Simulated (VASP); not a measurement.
# CdTe (I-4m2) in VASP: further runs, part 2 of 2

VASP 6.6.1. Earlier steps stand in the parts before.

### 4 Single point, PBEsol

This run uses another cell than the first one, of the same volume but with other edges.

Contents of INCAR:

```
SYSTEM = CdTe
PREC = Accurate
ENCUT = 520
EDIFF = 1E-6
ISMEAR = 0
SIGMA = 0.05
LREAL = .FALSE.
LASPH = .TRUE.
NELM = 80
ALGO = Normal
ISIF = 2
LWAVE = .FALSE.
LCHARG = .FALSE.
GGA = PS
NBANDS = 16
```

Contents of KPOINTS:

```
regular mesh
0
G
  8 8 8
  0 0 0
```

Contents of POSCAR:

```
CdTe
1.0
    0.0000000000      3.1432083970      3.4575292367
    3.1432083970      0.0000000000      3.4575292367
    3.1432083970      3.1432083970      0.0000000000
Cd Te
1 1
Direct
    0.0000000000      0.0000000000      0.0000000000
    0.7500000000      0.7500000000      0.7500000000
```

Potentials or basis: VASP PAW PBE potentials, release 64 (Cd, Te).

Started as:

```
$ cat potpaw_PBE.64/Cd/POTCAR potpaw_PBE.64/Te/POTCAR > POTCAR
$ mpirun -np 1 vasp_std > vasp.out
```

OUTCAR:

```text
SYSTEM = CdTe
   PREC = Accurate
   ENCUT = 520
   EDIFF = 1E-6
   ISMEAR = 0
   LREAL = .FALSE.
   LASPH = .TRUE.
   NELM = 80
   ISIF = 2
   GGA = PS

 ion  position               nearest neighbor table
   1  0.000  0.000  0.000-   2 2.82   2 2.82   2 2.82   2 2.82
   2  0.750  0.750  0.750-   1 2.82   1 2.82   1 2.82   1 2.82

  LATTYP: Found a body centered tetragonal cell.
 ALAT       =     4.4451679444
 C/A-ratio  =     1.5556349186

  Lattice vectors:

 A1 = (  -3.1432083970,   0.0000000000,   3.4575292367)
 A2 = (   3.1432083970,   0.0000000000,   3.4575292367)
 A3 = (   0.0000000000,   3.1432083970,  -3.4575292367)

Analysis of symmetry for initial positions (statically):
=====================================================================
 Subroutine PRICEL returns:
 Original cell was already a primitive cell.

 Routine SETGRP: Setting up the symmetry group for a
 body centered tetragonal supercell.

 Subroutine GETGRP returns: Found  8 space group operations
 (whereof  8 operations were pure point group operations)
 out of a pool of 16 trial point group operations.

The static configuration has the point symmetry D_2d.

Analysis of symmetry for dynamics (positions and initial velocities):
=====================================================================
 Subroutine PRICEL returns:
 Original cell was already a primitive cell.

 Routine SETGRP: Setting up the symmetry group for a
 body centered tetragonal supercell.

 Subroutine GETGRP returns: Found  8 space group operations
 (whereof  8 operations were pure point group operations)
 out of a pool of 16 trial point group operations.

The dynamic configuration has the point symmetry D_2d.

 Subroutine INISYM returns: Found  8 space group operations
 (whereof  8 operations are pure point group operations),
 and found     1 'primitive' translations

----------------------------------------------------------------------------------------

                                     Primitive cell

  volume of cell :      68.3191

  direct lattice vectors                    reciprocal lattice vectors
     0.000000000  3.143208397  3.457529237    -0.159073131  0.159073131  0.144611937
     3.143208397  0.000000000  3.457529237     0.159073131 -0.159073131  0.144611937
     3.143208397  3.143208397  0.000000000     0.159073131  0.159073131 -0.144611937

  length of vectors
     4.672715212  4.672715212  4.445167944     0.267434355  0.267434355  0.267434355

  position of ions in fractional coordinates (direct lattice)
     0.000000000  0.000000000  0.000000000
     0.750000000  0.750000000  0.750000000

  ion indices of the primitive-cell ions
   primitive index   ion index
                 1           1
                 2           2

----------------------------------------------------------------------------------------

 KPOINTS: regular mesh

Automatic generation of k-mesh.
 Grid dimensions read from file:
 generate k-points for:    8    8    8

 Generating k-lattice:

  Cartesian coordinates                     Fractional coordinates (reciprocal lattice)
    -0.019884141  0.019884141  0.018076492     0.125000000  0.000000000  0.000000000
     0.019884141 -0.019884141  0.018076492     0.000000000  0.125000000  0.000000000
     0.019884141  0.019884141 -0.018076492     0.000000000  0.000000000  0.125000000

  Length of vectors
     0.033429294  0.033429294  0.033429294

  Shift w.r.t. Gamma in fractional coordinates (k-lattice)
     0.000000000  0.000000000  0.000000000

 Subroutine IBZKPT returns following result:
 ===========================================

 Found     59 irreducible k-points:

 Following reciprocal coordinates:
            Coordinates               Weight
  0.000000  0.000000  0.000000      1.000000
  0.125000  0.000000  0.000000      8.000000
  0.250000  0.000000  0.000000      8.000000
  0.375000  0.000000  0.000000      8.000000
  0.500000  0.000000  0.000000      4.000000
  0.125000  0.125000  0.000000      2.000000
[... 16 lines left out ...]
  0.250000  0.000000  0.125000     16.000000
  0.375000  0.000000  0.125000     16.000000
 [... further k-points ...]
   k-points           NKPTS =     59   k-points in BZ     NKDIM =     59   number of bands    NBANDS=     16
   number of dos      NEDOS =    301   number of ions     NIONS =      2
   total plane-waves  NPLWV =  46656
   dimension x,y,z NGX =    36 NGY =   36 NGZ =   36
   dimension x,y,z NGXF=    72 NGYF=   72 NGZF=   72
   ions per type =               1   1
   NGX,Y,Z   is equivalent  to a cutoff of  12.81, 12.81, 13.46 a.u.
   NGXF,Y,Z  is equivalent  to a cutoff of  25.62, 25.62, 26.93 a.u.
 SYSTEM =  CdTe
   PREC   = accura    normal or accurate (medium, high low for compatibility)
   ISTART =      0    job   : 0-new  1-cont  2-samecut
   ICHARG =      2    charge: 1-file 2-atom 10-const
   ISPIN  =      1    spin polarized calculation?
   LNONCOLLINEAR =      F non collinear calculations
   LSORBIT =      F    spin-orbit coupling
   LASPH  =      T    aspherical Exc in radial PAW
   ENCUT  =  520.0 eV  38.22 Ry    6.18 a.u.   8.69  8.69  8.27*2*pi/ulx,y,z
   NELM   =     80;   NELMIN=  2; NELMDL= -5     # of ELM steps
   EDIFF  = 0.1E-05   stopping-criterion for ELM
   LREAL  =      F    real-space projection
   EDIFFG = 0.1E-04   stopping-criterion for IOM
   NSW    =      0    number of steps for IOM
   IBRION =     -1    ionic relax: 0-MD 1-quasi-New 2-CG
   NFREE  =      0    steps in history (QN), initial steepest desc. (CG)
   ISIF   =      2    stress and relaxation
   ISYM   =      2    0-nonsym 1-usesym 2-fastsym
   POTIM  = 0.5000    time-step for ionic-motion
   TEBEG  =    0.0;   TEEND  =   0.0 temperature during run
   PSTRESS=    0.0 pullay stress
   NELECT =      18.0000    total number of electrons
   NUPDOWN=      -1.0000    fix difference up-down
   EMIN   =  10.00;   EMAX   =-10.00  energy-range for DOS
   EFERMI =   0.00;   METHOD = LEGACY
   ISMEAR =     0;   SIGMA  =   0.05  broadening in eV -4-tet -1-fermi 0-gaus
   EFERMI_NEDOS =   21; number of points for ismear=-14 and -15
   IALGO  =     38    algorithm
   IMIX   =      4    mixing-type and parameters
     AMIX     =   0.40;   BMIX     =  1.00
     AMIX_MAG =   1.60;   BMIX_MAG =  1.00
  volume/ion in A,a.u.               =      34.16       230.52
  Fermi-wavevector in a.u.,A,eV,Ry     =   1.049506  1.983279 14.986312  1.101463
  Thomas-Fermi vector in A             =   2.184471
   LORBIT       =      0    0 simple, 1 ext, 2 COOP (PROOUT), +10 PAW based schemes
   GGA     = PS    functional components
   LHFCALC =     F    Hartree Fock is set to
   AEXX    =    0.0000 exact exchange contribution
   IVDW    =     0    specifies the selected vdW correction
   LEPSILON=     F    determine dielectric tensor
   LRPA    =     F    only Hartree local field effects (RPA)
 non-spin polarized calculation
 Gauss-broadening in eV      SIGMA  =   0.05
  energy-cutoff  :      520.00
  volume of cell :       68.32
 maximum number of plane-waves:      1861
   NGX = 17   NGY = 17   NGZ = 17

 number of electron      17.9999999 magnetization

 Free energy of the ion-electron system (eV)
  ---------------------------------------------------
  ext. energy  EPLUGINS =         0.00000000
  ---------------------------------------------------
  free energy    TOTEN  =        -5.46452886 eV

  energy without entropy =       -5.46452886  energy(sigma->0) =       -5.46452886

 E-fermi :   2.5580     XC(G=0):  -8.7722

 val. band max:        2.2890315991   @ k =   0.0000   0.0000   0.0000
 cond. band min:       2.7825811334   @ k =   0.0000   0.0000   0.0000
 fundamental gap:      0.4935495343
 Fermi energy:         2.5580137961

 k-point     1 :       0.0000    0.0000    0.0000
  band No.  band energies     occupation
      1      -9.0019      2.00000
      2      -6.0785      2.00000
      3      -6.0525      2.00000
      4      -6.0525      2.00000
      5      -5.8123      2.00000
      6      -5.7977      2.00000
[... 8 lines left out ...]
     15      10.7012      0.00000
     16      11.2641      0.00000
[... 419 lines left out ...]
 k-point    24 :       0.3750    0.0000    0.1250
  band No.  band energies     occupation
      1      -8.6544      2.00000
      2      -6.0135      2.00000
      3      -5.9845      2.00000
      4      -5.8405      2.00000
      5      -5.7985      2.00000
      6      -5.6429      2.00000
[... 8 lines left out ...]
     15      11.2786      0.00000
     16      12.1403      0.00000

 [... further k-points ...]
[... 5 lines left out ...]
  --------------------------------------------------------------------------------------
  -------------------------------------------------------------------------------------
  Total        0.2844574      0.2844574     -0.5499621      0.0000000      0.0000000      0.0000000
  in kB        6.6709184      6.6709184    -12.8973683      0.0000000      0.0000000      0.0000000
  external PRESSURE =       0.1481561 kB  Pullay stress =       0.0000000 kB

 VOLUME and BASIS-vectors are now :
 -----------------------------------------------------------------------------
  energy-cutoff  :      520.00
  volume of cell :       68.32
      direct lattice vectors                 reciprocal lattice vectors
     0.000000000  3.143208397  3.457529237    -0.159073131  0.159073131  0.144611937
     3.143208397  0.000000000  3.457529237     0.159073131 -0.159073131  0.144611937
     3.143208397  3.143208397  0.000000000     0.159073131  0.159073131 -0.144611937

 POSITION                                       TOTAL-FORCE (eV/Angst)
 -----------------------------------------------------------------------------------
      0.00000      0.00000      0.00000         0.000000      0.000000     -0.000000
      4.71481      4.71481      5.18629        -0.000000     -0.000000      0.000000
 -----------------------------------------------------------------------------------
    total drift:                                0.000000      0.000000      0.000000

  FREE ENERGIE OF THE ION-ELECTRON SYSTEM (eV)
  ---------------------------------------------------
  free  energy   TOTEN  =        -5.4645288551 eV

  energy  without entropy=       -5.4645288551  energy(sigma->0) =       -5.46452886
```

OSZICAR:

```text
N       E                     dE             d eps       ncg     rms          rms(c)
DAV:   1     0.101175595861E+03    0.10118E+03   -0.82983E+03  1904   0.979E+02
DAV:   2    -0.206277963357E+01   -0.10324E+03   -0.98057E+02  2224   0.237E+02
DAV:   3    -0.569154288124E+01   -0.36288E+01   -0.36228E+01  2288   0.463E+01
DAV:   4    -0.572492769298E+01   -0.33385E-01   -0.33383E-01  2920   0.389E+00
DAV:   5    -0.572499785090E+01   -0.70158E-04   -0.70158E-04  2384   0.169E-01    0.538E+00
DAV:   6    -0.548382256090E+01    0.24118E+00   -0.43978E-01  2240   0.829E+00    0.450E+00
DAV:   7    -0.546550139896E+01    0.18321E-01   -0.10048E-01  2368   0.209E+00    0.182E+00
DAV:   8    -0.546452961941E+01    0.97178E-03   -0.10097E-02  2056   0.114E+00    0.472E-01
DAV:   9    -0.546448561264E+01    0.44007E-04   -0.78752E-04  2376   0.303E-01    0.107E-01
DAV:  10    -0.546450990069E+01   -0.24288E-04   -0.10663E-04  2352   0.978E-02    0.536E-02
DAV:  11    -0.546453081337E+01   -0.20913E-04   -0.42998E-05  2272   0.389E-02    0.360E-02
DAV:  12    -0.546452901921E+01    0.17942E-05   -0.35665E-06  2272   0.128E-02    0.189E-02
DAV:  13    -0.546452885507E+01    0.16414E-06   -0.50501E-07  1688   0.354E-03
   1 F= -.54645289E+01 E0= -.54645289E+01  d E =-.956284E-13
```

stdout:

```text
POSCAR found type information on POSCAR CdTe
 POSCAR found :  2 types and       2 ions
 scaLAPACK will be used
 -----------------------------------------------------------------------------
|                                                                             |
|                                                                             |
|     You enforced a specific xc type in the INCAR file but a different       |
|     I HOPE YOU KNOW WHAT YOU ARE DOING!                                     |
|                                                                             |
 -----------------------------------------------------------------------------

 LDA part: xc-table for (Slater+PW92), standard interpolation
 POSCAR, INCAR and KPOINTS ok, starting setup
 FFT: planning ... GRIDC
 FFT: planning ... GRID_SOFT
 FFT: planning ... GRID
 WAVECAR not read
 entering main loop
```

Run time: 55 s. Hardware: 1 thread of Intel Xeon 6975P-C (Granite Rapids), shared host; peak memory 0.24 GiB.

What came out:

| Quantity | Value |
| --- | --- |
| Free energy | -5.4645 eV |
| Pressure | 0.0 GPa |
| Band gap on the k mesh | 0.49 eV, direct |

Caveat: the PAW data sets were made with another functional, which shifts forces and pressure a little; spin-orbit coupling is left out, which moves the levels of the heavy elements.

### 5 Overview

| cell | gap on the mesh (eV) | pressure (GPa) |
| --- | --- | --- |
| a = 4.876, b = 4.876, c = 4.204 Å, angles 64.5, 64.5, 51.1°, 2 atoms | none | -0.7 |
| a = 4.533, b = 4.533, c = 4.718 Å, angles 58.6, 58.6, 62.7°, 2 atoms | 0.48 | 0.0 |
| a = 4.673, b = 4.673, c = 4.445 Å, angles 61.6, 61.6, 56.8°, 2 atoms | 0.49 | 0.0 |

Alike in all rows: task single point; level PBEsol; potentials or basis VASP PAW PBE potentials, release 64 (Cd, Te); no spin polarisation; k mesh 8 × 8 × 8; cutoff (eV) 520; smearing gaussian 0.05 eV.

Caveats: the PAW data sets were made with another functional, which shifts forces and pressure a little; spin-orbit coupling is left out, which moves the levels of the heavy elements.

Absolute energies hang on the potentials; compare differences alone.
